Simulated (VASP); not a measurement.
# Ge8Mo3W (Cmmm) in VASP: further runs

Ge8Mo3W is run at these levels: PBE; tasks: single point.

Program: VASP 6.6.1. These are calculated values, not measurements. Logs are shortened: lines on timing, memory, paths and dates and some standing lists are left out, and cuts for length are marked.

### Step 1. The cell of the first run

Symmetry: Cmmm, No. 65, orthorhombic system. Conventional cell: a = 4.716 Å, b = 8.287 Å, c = 9.447 Å, α = 90.00°, β = 90.00°, γ = 90.00°. Within 3.5 Å of Ge (site symmetry m) lie 9 Ge at 2.69 to 3.34 Å and 4 Mo at 2.71 to 2.80 Å and 1 W at 2.72 Å. Ge (site symmetry m2m) has 9 Ge at 2.68 to 3.33 Å and 5 Mo at 2.71 to 2.80 Å within 3.5 Å. Within 3.5 Å of Ge (site symmetry m2m) lie 9 Ge at 2.69 to 3.34 Å and 3 W at 2.71 to 2.80 Å and 2 Mo at 2.72 Å. Within 3.6 Å of Mo (site symmetry mm2) lie 10 Ge at 2.71 to 2.80 Å and 2 Mo at 3.33 Å and 2 W at 3.34 Å. Mo (site symmetry mmm) has 10 Ge at 2.71 to 2.80 Å and 4 Mo at 3.33 Å within 3.6 Å. W (site symmetry mmm) has 10 Ge at 2.71 to 2.80 Å and 4 Mo at 3.34 Å within 3.6 Å.

### Step 2. Single point, PBE

INCAR reads:

```
PREC = Accurate
ENCUT = 500
EDIFF = 1E-6
ISMEAR = 0
SIGMA = 0.1
LREAL = F
LASPH = T
NELM = 120
ALGO = Normal
ISIF = 2
LWAVE = F
LCHARG = F
GGA = PE
NBANDS = 96
GGA_COMPAT = F
```

KPOINTS reads:

```
Automatic mesh
0
Gamma
  4 4 2
```

POSCAR reads:

```
Ge8Mo3W
1.0
    2.3582387520     -4.1437191368      0.0000000000
    2.3582387520      4.1437191368      0.0000000000
    0.0000000000      0.0000000000      9.4470547076
Ge Mo W
8 3 1
Direct
    0.6621333113      0.3378666887      0.7495515898
    0.1618061640      0.8381938360      0.5000000000
    0.6621333113      0.3378666887      0.2504484102
    0.1620545321      0.8379454679      0.0000000000
    0.3378666887      0.6621333113      0.7495515898
    0.8381938360      0.1618061640      0.5000000000
    0.3378666887      0.6621333113      0.2504484102
    0.8379454679      0.1620545321      0.0000000000
    0.0000000000      0.0000000000      0.7495234135
    0.5000000000      0.5000000000      0.5000000000
    0.0000000000      0.0000000000      0.2504765865
    0.5000000000      0.5000000000      0.0000000000
```

Potentials or basis: VASP PAW PBE potentials, release 64 (Ge_d, Mo_sv, W_sv).

Command:

```sh
> cat potpaw_PBE.64/Ge_d/POTCAR potpaw_PBE.64/Mo_sv/POTCAR potpaw_PBE.64/W_sv/POTCAR > POTCAR
> mpirun -np 1 vasp_std > vasp.out
```

OUTCAR:

```text
PREC = Accurate
   ENCUT = 500
   EDIFF = 1E-6
   ISMEAR = 0
   LREAL = F
   LASPH = T
   NELM = 120
   ISIF = 2
   GGA = PE

 ion  position               nearest neighbor table
   1  0.662  0.338  0.750-   5 2.69  10 2.71   9 2.71   9 2.71  12 2.72   5 2.77   5 2.77   6 2.77
                             8 2.78   9 2.80
   2  0.162  0.838  0.500-   6 2.68   9 2.71  11 2.71  10 2.71  10 2.71   7 2.77   5 2.77   6 2.77
                             6 2.77  10 2.80
   3  0.662  0.338  0.250-   7 2.69  10 2.71  11 2.71  11 2.71  12 2.72   7 2.77   7 2.77   6 2.77
                             8 2.78  11 2.80
   4  0.162  0.838  0.000-   8 2.69  12 2.71  12 2.71  11 2.72   9 2.72   8 2.77   8 2.77   7 2.78
                             5 2.78  12 2.80
   5  0.338  0.662  0.750-   1 2.69  10 2.71   9 2.71   9 2.71  12 2.72   1 2.77   1 2.77   2 2.77
                             4 2.78   9 2.80
   6  0.838  0.162  0.500-   2 2.68   9 2.71  11 2.71  10 2.71  10 2.71   3 2.77   1 2.77   2 2.77
                             2 2.77  10 2.80
   7  0.338  0.662  0.250-   3 2.69  10 2.71  11 2.71  11 2.71  12 2.72   3 2.77   3 2.77   2 2.77
                             4 2.78  11 2.80
   8  0.838  0.162  0.000-   4 2.69  12 2.71  12 2.71  11 2.72   9 2.72   4 2.77   4 2.77   3 2.78
                             1 2.78  12 2.80
   9  0.000  0.000  0.750-   2 2.71   6 2.71   1 2.71   5 2.71   1 2.71   5 2.71   4 2.72   8 2.72
                             1 2.80   5 2.80  10 3.33  10 3.33  12 3.34  12 3.34
  10  0.500  0.500  0.500-   2 2.71   6 2.71   2 2.71   6 2.71   5 2.71   7 2.71   1 2.71   3 2.71
                             6 2.80   2 2.80   9 3.33  11 3.33   9 3.33  11 3.33
  11  0.000  0.000  0.250-   2 2.71   6 2.71   3 2.71   7 2.71   3 2.71   7 2.71   4 2.72   8 2.72
                             7 2.80   3 2.80  10 3.33  10 3.33  12 3.34  12 3.34
  12  0.500  0.500  0.000-   4 2.71   8 2.71   4 2.71   8 2.71   5 2.72   7 2.72   1 2.72   3 2.72
                             4 2.80   8 2.80   9 3.34  11 3.34   9 3.34  11 3.34

  LATTYP: Found a base centered orthorhombic cell.
 ALAT       =     4.7164775040
 B/A-ratio  =     1.7571245207
 C/A-ratio  =     2.0029894555

  Lattice vectors:

 A1 = (   2.3582387520,  -4.1437191368,   0.0000000000)
 A2 = (   2.3582387520,   4.1437191368,   0.0000000000)
 A3 = (   0.0000000000,   0.0000000000,   9.4470547076)

Analysis of symmetry for initial positions (statically):
=====================================================================
 Subroutine PRICEL returns:
 Original cell was already a primitive cell.

 Routine SETGRP: Setting up the symmetry group for a
 base centered orthorhombic supercell.

 Subroutine GETGRP returns: Found  8 space group operations
[... 142 lines left out ...]
   EFERMI_NEDOS =   21; number of points for ismear=-14 and -15
   IALGO  =     38    algorithm
   IMIX   =      4    mixing-type and parameters
     AMIX     =   0.40;   BMIX     =  1.00
     AMIX_MAG =   1.60;   BMIX_MAG =  1.00
  volume/ion in A,a.u.               =      15.39       103.83
  Fermi-wavevector in a.u.,A,eV,Ry     =   1.586389  2.997841 34.240841  2.516631
  Thomas-Fermi vector in A             =   2.685708
   LORBIT       =      0    0 simple, 1 ext, 2 COOP (PROOUT), +10 PAW based schemes
   GGA     = PE    functional components
   LHFCALC =     F    Hartree Fock is set to
   AEXX    =    0.0000 exact exchange contribution
   IVDW    =     0    specifies the selected vdW correction
   LEPSILON=     F    determine dielectric tensor
   LRPA    =     F    only Hartree local field effects (RPA)
 non-spin polarized calculation
 Gauss-broadening in eV      SIGMA  =   0.10
  energy-cutoff  :      500.00
  volume of cell :      184.63
 maximum number of plane-waves:      4721
 NGX is ok and might be reduce to    36
   NGX = 17   NGY = 17   NGZ = 35

 number of electron     167.9999921 magnetization

 Free energy of the ion-electron system (eV)
  ---------------------------------------------------
  ext. energy  EPLUGINS =         0.00000000
  ---------------------------------------------------
  free energy    TOTEN  =       -82.98152851 eV

  energy without entropy =      -82.97156562  energy(sigma->0) =      -82.97654706

 E-fermi :  10.0502     XC(G=0): -12.7671

 val. band max:       10.0317497937   @ k =   0.5000   0.5000   0.5000
 cond. band min:      10.2028672678   @ k =  -0.2500   0.2500   0.5000
 fundamental gap:      0.1711174741
 Fermi energy:        10.0501572867

 k-point     1 :       0.0000    0.0000    0.0000
  band No.  band energies     occupation
      1     -63.8938      2.00000
      2     -50.7709      2.00000
      3     -50.7669      2.00000
      4     -50.7538      2.00000
      5     -28.1553      2.00000
      6     -28.1490      2.00000
[... 1375 lines left out ...]
     95      14.7641      0.00000
     96      14.8163      0.00000

------------------------ aborting loop because EDIFF is reached ----------------------------------------

  FORCE on cell =-STRESS in cart. coord.  units (eV):
  Direction    XX          YY          ZZ          XY          YZ          ZX
  --------------------------------------------------------------------------------------
  -------------------------------------------------------------------------------------
  Total        0.2247885      0.2693677      0.2322864     -0.0000000      0.0000000      0.0000000
  in kB        1.9506538      2.3374994      2.0157185     -0.0000000      0.0000000      0.0000000
  external PRESSURE =       2.1012906 kB  Pullay stress =       0.0000000 kB

 VOLUME and BASIS-vectors are now :
 -----------------------------------------------------------------------------
  energy-cutoff  :      500.00
  volume of cell :      184.63
      direct lattice vectors                 reciprocal lattice vectors
     2.358238752 -4.143719137  0.000000000     0.212022637 -0.120664549  0.000000000
     2.358238752  4.143719137  0.000000000     0.212022637  0.120664549  0.000000000
     0.000000000  0.000000000  9.447054708     0.000000000  0.000000000  0.105853097

 POSITION                                       TOTAL-FORCE (eV/Angst)
 -----------------------------------------------------------------------------------
      2.35824     -1.34367      7.08105         0.000000     -0.010091      0.001905
      2.35824      2.80276      4.72353         0.000000     -0.008335     -0.000000
      2.35824     -1.34367      2.36600         0.000000     -0.010091     -0.001905
      2.35824      2.80070      0.00000         0.000000     -0.009645     -0.000000
      2.35824      1.34367      7.08105         0.000000      0.010091      0.001905
      2.35824     -2.80276      4.72353         0.000000      0.008335     -0.000000
      2.35824      1.34367      2.36600         0.000000      0.010091     -0.001905
      2.35824     -2.80070      0.00000         0.000000      0.009645     -0.000000
      0.00000      0.00000      7.08079        -0.000000      0.000000     -0.003590
      2.35824      0.00000      4.72353         0.000000      0.000000     -0.000000
      0.00000      0.00000      2.36627         0.000000      0.000000      0.003590
      2.35824      0.00000      0.00000         0.000000      0.000000     -0.000000
 -----------------------------------------------------------------------------------
    total drift:                                0.000000     -0.000000      0.000000

  FREE ENERGIE OF THE ION-ELECTRON SYSTEM (eV)
  ---------------------------------------------------
  free  energy   TOTEN  =       -82.9815285077 eV

  energy  without entropy=      -82.9715656214  energy(sigma->0) =      -82.97654706
```

OSZICAR:

```text
N       E                     dE             d eps       ncg     rms          rms(c)
DAV:   1     0.324706847264E+04    0.32471E+04   -0.67156E+04  3488   0.474E+03
DAV:   2     0.637886433849E+03   -0.26092E+04   -0.25210E+04  2696   0.141E+03
DAV:   3     0.313009533228E+01   -0.63476E+03   -0.61558E+03  2712   0.380E+02
DAV:   4    -0.821973075414E+02   -0.85327E+02   -0.81965E+02  3176   0.128E+02
DAV:   5    -0.861996558031E+02   -0.40023E+01   -0.39251E+01  3176   0.303E+01    0.320E+01
DAV:   6    -0.836331729642E+02    0.25665E+01   -0.22987E+01  3808   0.150E+01    0.788E+00
DAV:   7    -0.832372752959E+02    0.39590E+00   -0.51902E+00  3304   0.998E+00    0.677E+00
DAV:   8    -0.830553549455E+02    0.18192E+00   -0.14818E+00  3872   0.519E+00    0.228E+00
DAV:   9    -0.829836798328E+02    0.71675E-01   -0.28640E-01  3552   0.354E+00    0.616E-01
DAV:  10    -0.829843330397E+02   -0.65321E-03   -0.45331E-02  3280   0.106E+00    0.512E-01
DAV:  11    -0.829814417120E+02    0.28913E-02   -0.10934E-02  3232   0.875E-01    0.319E-01
DAV:  12    -0.829814765974E+02   -0.34885E-04   -0.22320E-03  3096   0.361E-01    0.114E-01
DAV:  13    -0.829815302221E+02   -0.53625E-04   -0.31619E-04  3496   0.349E-01    0.351E-02
DAV:  14    -0.829815261429E+02    0.40792E-05   -0.68386E-05  3888   0.132E-01    0.106E-02
DAV:  15    -0.829815281631E+02   -0.20202E-05   -0.23649E-05  2888   0.314E-02    0.406E-03
DAV:  16    -0.829815285077E+02   -0.34460E-06   -0.25859E-06  2392   0.216E-02
   1 F= -.82981529E+02 E0= -.82976547E+02  d E =-.996289E-02
```

Run time: 8.3 min. Hardware: 1 thread of Oxide Virtual Turin-like, shared host; peak memory 0.37 GiB.

Results:

```
Free energy            : -82.9815 eV
Pressure               : 0.2 GPa
Largest force          : 0.010 eV/Å
Band gap on the k mesh : zero (bands 84 and 85 overlap by 0.83 eV)
```

Forces on the atoms (eV/Å):
```
Ge   0.000 -0.010  0.002
Ge   0.000 -0.008  0.000
Ge   0.000 -0.010 -0.002
Ge   0.000 -0.010  0.000
Ge   0.000  0.010  0.002
Ge   0.000  0.008  0.000
Ge   0.000  0.010 -0.002
Ge   0.000  0.010  0.000
Mo   0.000  0.000 -0.004
Mo   0.000  0.000  0.000
Mo   0.000  0.000  0.004
W    0.000  0.000  0.000
```

Levels at points of the mesh, in eV from the Fermi level:
```tsv
k point	band 82	band 83	band 84	band 85	band 86	band 87
(0.00, 0.00, 0.00)	-1.35	-1.05	0.53	1.88	2.02	2.11
(0.50, 0.00, 0.00)	-1.67	-0.02	-0.02	1.37	1.46	1.54
(0.50, 0.50, 0.00)	-0.42	-0.37	-0.31	-0.31	0.45	0.56
(0.00, 0.00, 0.50)	-1.26	-0.85	-0.85	1.43	1.62	2.39
(0.50, 0.00, 0.50)	-0.94	-0.92	-0.90	1.53	1.55	1.57
(0.50, 0.50, 0.50)	-0.78	-0.53	-0.45	-0.12	-0.02	0.98
```

Caveat: the k points lie up to 0.38 Å⁻¹ apart, too coarse for converged energies and pressures of a metal; spin-orbit coupling is left out, which moves the levels of the heavy elements.

### Step 3. Single point, PBE

This run uses another cell than the first one, of 18.80 Å³/atom.

INCAR reads:

```
PREC = Accurate ; ENCUT = 500
EDIFF = 1E-6 ; ISMEAR = 0
SIGMA = 0.1 ; LREAL = False
LASPH = True ; NELM = 120
ALGO = Normal ; ISIF = 2
LWAVE = False ; LCHARG = True
GGA = PE ; LELF = True
LVHAR = True ; NBANDS = 96
GGA_COMPAT = False
```

KPOINTS is that of step 2.

POSCAR reads:

```
Ge8Mo3W
1.0
    2.5282531600     -4.4112071300      0.0000000000
    2.5282531600      4.4112071300      0.0000000000
    0.0000000000      0.0000000000     10.1130126500
Ge Mo W
8 3 1
Direct
    0.6667000100      0.3332999900      0.7500000000
    0.1667000100      0.8332999900      0.5000000000
    0.6667000100      0.3332999900      0.2500000000
    0.1667000100      0.8332999900      0.0000000000
    0.3332999900      0.6667000100      0.7500000000
    0.8332999900      0.1667000100      0.5000000000
    0.3332999900      0.6667000100      0.2500000000
    0.8332999900      0.1667000100      0.0000000000
    0.0000000000      0.0000000000      0.7500000000
    0.5000000000      0.5000000000      0.5000000000
    0.0000000000      0.0000000000      0.2500000000
    0.5000000000      0.5000000000      0.0000000000
```

Potentials or basis: VASP PAW PBE potentials, release 64 (Ge_d, Mo_sv, W_sv).

Command:

```sh
> cat potpaw_PBE.64/Ge_d/POTCAR potpaw_PBE.64/Mo_sv/POTCAR potpaw_PBE.64/W_sv/POTCAR > POTCAR
> mpirun -np 1 vasp_std > vasp.out
```

Wall time 9.8 min (1 thread of Oxide Virtual Turin-like, shared host); peak memory 0.44 GiB.

Results (log left out):

```yaml
Free_energy: -79.6189 eV
Pressure: -20.8 GPa
Largest_force: 0.787 eV/Å
Band_gap_on_the_k_mesh: zero (bands 84 and 85 overlap by 0.69 eV)
```

Forces on the atoms (eV/Å):
```
Ge   0.000  0.765  0.018
Ge   0.000  0.764  0.000
Ge   0.000  0.765 -0.018
Ge   0.000  0.787  0.000
Ge   0.000 -0.765  0.018
Ge   0.000 -0.764  0.000
Ge   0.000 -0.765 -0.018
Ge   0.000 -0.787  0.000
Mo   0.000  0.000 -0.006
Mo   0.000  0.000  0.000
Mo   0.000  0.000  0.006
W    0.000  0.000  0.000
```

Stress tensor (GPa, compression positive):
```
-20.24   0.00   0.00
  0.00 -22.19   0.00
  0.00   0.00 -19.87
```

Levels at points of the mesh, in eV from the Fermi level:
```tsv
k point	band 82	band 83	band 84	band 85	band 86	band 87
(0.00, 0.00, 0.00)	-1.14	-0.61	0.49	1.21	1.39	1.47
(0.50, 0.00, 0.00)	-1.24	0.04	0.05	0.84	0.97	1.22
(0.50, 0.50, 0.00)	-0.23	-0.23	-0.22	-0.20	0.46	0.51
(0.00, 0.00, 0.50)	-0.88	-0.51	-0.50	0.75	0.89	1.68
(0.50, 0.00, 0.50)	-0.67	-0.65	-0.64	0.95	0.96	0.96
(0.50, 0.50, 0.50)	-0.47	-0.32	-0.26	0.00	0.06	0.68
```

Caveat: the cell stands under tension; spin-orbit coupling is left out, which moves the levels of the heavy elements.

The gap in the log of VASP goes by the Fermi energy; the results here count the filled bands.